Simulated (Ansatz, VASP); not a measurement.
CoSi2 in VASP and in Ansatz

Contents of INCAR:

```
PREC     = Accurate       # precision mode
ENCUT    = 520            # plane-wave cutoff, eV
EDIFF    = 1E-6           # SCF threshold, eV
ISMEAR   = 0              # smearing method
SIGMA    = 0.15           # smearing width, eV
LREAL    = False          # projectors in reciprocal space
LASPH    = True           # aspherical terms in the spheres
NELM     = 100            # most SCF steps
ALGO     = Normal         # electronic algorithm
ISIF     = 2              # what is computed and relaxed
LWAVE    = False          # write WAVECAR
LCHARG   = True           # write CHGCAR
GGA      = PS             # functional
LELF     = True           # ELF
LVHAR    = True         
NBANDS   = 46             # bands
```

Contents of KPOINTS:

```
Automatic mesh
0
Gamma
  10 10 10
```

File POSCAR:

```
CoSi2
1.0
    5.3125079440      0.0000000000      0.0000000000
    0.0000000000     -5.3125079440      0.0000000000
    0.0000000000      0.0000000000     -5.3125079440
Co Si
4 8
Direct
    0.0000000000      0.0000000000      0.0000000000
    0.5000000000      0.5000000000      0.0000000000
    0.5000000000      0.0000000000      0.5000000000
    0.0000000000      0.5000000000      0.5000000000
    0.2418491849      0.2418491849      0.2418491849
    0.7500000000      0.7500000000      0.2500000000
    0.7500000000      0.2500000000      0.7500000000
    0.2500000000      0.7500000000      0.7500000000
    0.7500000000      0.7500000000      0.7500000000
    0.2500000000      0.2500000000      0.7500000000
    0.2500000000      0.7500000000      0.2500000000
    0.7500000000      0.2500000000      0.2500000000
```

Input for Ansatz:

```yaml
crystal:
  lattice:
    - [5.312507944, 0.0, 0.0]
    - [0.0, -5.312507944, 0.0]
    - [0.0, 0.0, -5.312507944]
  atoms:
    - { symbol: Co, position: [0.0, 0.0, 0.0] }
    - { symbol: Co, position: [0.5, 0.5, 0.0] }
    - { symbol: Co, position: [0.5, 0.0, 0.5] }
    - { symbol: Co, position: [0.0, 0.5, 0.5] }
    - { symbol: Si, position: [0.2418491849, 0.2418491849, 0.2418491849] }
    - { symbol: Si, position: [0.75, 0.75, 0.25] }
    - { symbol: Si, position: [0.75, 0.25, 0.75] }
    - { symbol: Si, position: [0.25, 0.75, 0.75] }
    - { symbol: Si, position: [0.75, 0.75, 0.75] }
    - { symbol: Si, position: [0.25, 0.25, 0.75] }
    - { symbol: Si, position: [0.25, 0.75, 0.25] }
    - { symbol: Si, position: [0.75, 0.25, 0.25] }
basis:
  ecutwfc: 420
kpoints:
  mp_grid: { grid: [10, 10, 10] }
hamiltonian:
  xc: pbesol
scf:
  occupations: { method: gaussian, width: 0.15 }
output:
  forces: true
  stress: true
  eigenvalues: true
```

Alike in both runs: task single point; functional PBEsol; k mesh 10 × 10 × 10; occupations gaussian, width 0.15 eV; no spin polarisation.

|  | VASP | Ansatz |
| --- | --- | --- |
| version | VASP 6.6.1 | Ansatz 0.2.0 |
| potentials or method | VASP PAW PBE potentials, release 64 (Co, Si), cutoff 520 eV | scalar-relativistic, plane waves, PAW |
| valence electrons in the cell | 68 | 100 |

VASP gave:

| Quantity | Value |
| --- | --- |
| gap on the k mesh at the Fermi level (eV) | none |
| pressure (GPa) | 0.2 |
| traceless stress, the component that is largest in VASP (GPa) | -0.48 |
| rms of the force components (eV/Å) | 0.166 |

Question: Which values does Ansatz return?

Answer: gap on the k mesh at the Fermi level (eV): none; pressure (GPa): 0.1; traceless stress, the component that is largest in VASP (GPa): -0.48; rms of the force components (eV/Å): 0.164.

VASP's potentials were made for PBE, not for PBEsol. Atom by atom the forces differ by 0.002 eV/Å (rms over components). A gap of «none» marks a metal or a gap that the smearing closes. The functional is the same, so the differences come from potentials, cutoffs and numerics. VASP's potentials hold 68 valence electrons a cell and Ansatz's 100, so a difference there can come from the potentials and not from the codes.
